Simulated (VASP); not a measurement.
Wanted: the native input for a VASP 6.6.1 run.

| Item | Value |
| --- | --- |
| Task | relaxation of shape and atoms at fixed volume |
| Functional | r2SCAN |
| Dispersion | rVV10 |
| Potentials or basis | VASP PAW PBE potentials, release 64 (Sb, Pt) |
| Cutoff | 600 eV |
| k mesh | 6 × 6 × 4 |
| Occupations | gaussian, width 0.05 eV |
| Spin | no spin polarisation |
| Dipole correction | no |
| Further INCAR settings | ALGO = Normal; EDIFF = 1e-07; IBRION = 2; EDIFFG = -0.02; NSW = 60; ISIF = 4 |

SbPt:

```
CELL_PARAMETERS angstrom
4.10788 0.00000 0.00000
-2.05394 3.55753 0.00000
0.00000 0.00000 5.53108
ATOMIC_POSITIONS crystal
Sb 0.33333 0.66667 0.25000
Sb 0.66667 0.33333 0.75000
Pt 0.00000 0.00000 0.00000
Pt 0.00000 0.00000 0.50000
```

These files were run (other wordings do the same):

POSCAR

```
SbPt
1.0
    4.1078823880      0.0000000000      0.0000000000
   -2.0539411940      3.5575305037      0.0000000000
    0.0000000000      0.0000000000      5.5310770239
Sb Pt
2 2
Direct
    0.3333333333      0.6666666667      0.2500000000
    0.6666666667      0.3333333333      0.7500000000
    0.0000000000      0.0000000000      0.0000000000
    0.0000000000      0.0000000000      0.5000000000
```

INCAR.step1

```
SYSTEM = SbPt
ALGO = Normal
EDIFF = 1E-4
ENCUT = 600
GGA = PE
ISMEAR = 0
LASPH = .True.
LCHARG = .False.
LREAL = .False.
LWAVE = .True.
NELM = 80
PREC = Accurate
SIGMA = 0.05
```

INCAR.step2

```
SYSTEM = SbPt
ALGO = Normal
BPARAM = 11.95
CPARAM = 0.0093
EDIFF = 1E-7
EDIFFG = -0.02
ENCUT = 600
IBRION = 2
ISIF = 4
ISMEAR = 0
ISTART = 1
IVDW_NL = 2
LASPH = .True.
LCHARG = .False.
LMIXTAU = .True.
LREAL = .False.
LUSE_VDW = .True.
LWAVE = .False.
METAGGA = R2SCAN
NELM = 80
NSW = 60
PREC = Accurate
SIGMA = 0.05
```

KPOINTS

```
k-points
0
Gamma
  6 6 4
  0 0 0
```

Potentials or basis: VASP PAW PBE potentials, release 64 (Sb, Pt).

The run is started by

```sh
$ cat potpaw_PBE.64/Sb/POTCAR potpaw_PBE.64/Pt/POTCAR > POTCAR
$ cp INCAR.step1 INCAR
$ mpirun -np 1 vasp_std > vasp.out
$ cp INCAR.step2 INCAR
$ mpirun -np 1 vasp_std > vasp.out
```

Results of the run:

```
Pressure after relaxing : 3.9 GPa
Band gap on the k mesh  : zero (bands 15 and 16 overlap by 4.42 eV)
```

Caveat: the PAW data sets were made with another functional, which shifts forces and pressure a little; spin-orbit coupling is left out, which moves the levels of the heavy elements.

It took 2.7 min on 1 thread of Intel(R) Xeon(R) 6975P-C (Granite Rapids) (shared host), peak memory 0.49 GiB.
